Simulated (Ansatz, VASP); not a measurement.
One calculation of SnTe, two programs

File INCAR:

```
SYSTEM = SnTe
  ALGO = Normal
  EDIFF = 1E-6
  ENCUT = 520
  GGA = PS
  ISIF = 2
  ISMEAR = 0
  LASPH = .TRUE.
  LCHARG = .FALSE.
  LREAL = .FALSE.
  LWAVE = .FALSE.
  NBANDS = 17
  NELM = 100
  PREC = Accurate
  SIGMA = 0.01
```

KPOINTS

```
k-points
0
G
  4 4 4
  0 0 0
```

The input POSCAR:

```
SnTe
1.0
    0.0000000000      3.6111460000      3.6111460000
    3.6111460000      0.0000000000      3.6111460000
    3.6111460000      3.6111460000      0.0000000000
Sn Te
1 1
Direct
    0.0000000000      0.0000000000      0.0000000000
    0.7500000000      0.7500000000      0.7500000000
```

Input for Ansatz:

```yaml
crystal:
  lattice:
    - [0.0, 3.611146, 3.611146]
    - [3.611146, 0.0, 3.611146]
    - [3.611146, 3.611146, 0.0]
  atoms:
    - { symbol: Sn, position: [0.0, 0.0, 0.0] }
    - { symbol: Te, position: [0.75, 0.75, 0.75] }
kpoints:
  mp_grid:
    grid: [4, 4, 4]
hamiltonian:
  xc: pbesol
scf:
  occupations:
    method: fixed
output:
  eigenvalues: true
```

Alike in both runs: task single point; functional PBEsol; k mesh 4 × 4 × 4; no spin polarisation.

|  | VASP | Ansatz |
| --- | --- | --- |
| version | VASP 6.6.1 | Ansatz 0.2.0 |
| potentials or method | VASP PAW PBE potentials, release 64 (Sn_d, Te) | plane waves, PAW |
| plane-wave cutoff (eV) | 520 | 420 |
| occupations | gaussian, width 0.01 eV | fixed |
| valence electrons in the cell | 20 | 30 |

```tsv
	VASP	Ansatz	Ansatz less VASP
gap on the k mesh at the Fermi level (eV)	0.03	0.04	+0.004
```

VASP's potentials were made for PBE, not for PBEsol. VASP's potentials hold 20 valence electrons a cell and Ansatz's 30, so a difference there can come from the potentials and not from the codes.

Neither program's run includes spin-orbit coupling.
